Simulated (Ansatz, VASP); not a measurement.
**KI in VASP and in Ansatz**

```
K I
1.0
     0.00000    3.52455    3.43644
     3.52455    0.00000    3.43644
     3.52455    3.52455    0.00000
K I
1 1
Direct
  0.00000 0.00000 0.00000
  0.50000 0.50000 0.50000
```

Change from the starting cell: strain +0.000 along x and y, -0.025 along z, atoms carried along.

Alike in both runs: task single point; functional PBE; k mesh 6 × 6 × 6; occupations gaussian, width 0.05 eV; no spin polarisation.

|  | VASP | Ansatz |
| --- | --- | --- |
| version | VASP 6.6.1 | Ansatz 0.2.0 |
| potentials or method | VASP PAW PBE potentials, release 64 (K_sv, I), cutoff 520 eV | scalar-relativistic, plane waves, PAW |
| valence electrons in the cell | 16 | 26 |

```csv
,VASP,Ansatz,Ansatz less VASP
gap on the k mesh at the Fermi level (eV),4.03,4.04,+0.005
least direct gap on the mesh (eV),4.03,4.04,+0.005
pressure (GPa),1.1,1.1,-0.03
"traceless stress, the component that is largest in VASP (GPa)",0.56,0.55,-0.006
```

VASP's potentials hold 16 valence electrons a cell and Ansatz's 26, so a difference there can come from the potentials and not from the codes.

Neither program's run includes spin-orbit coupling.
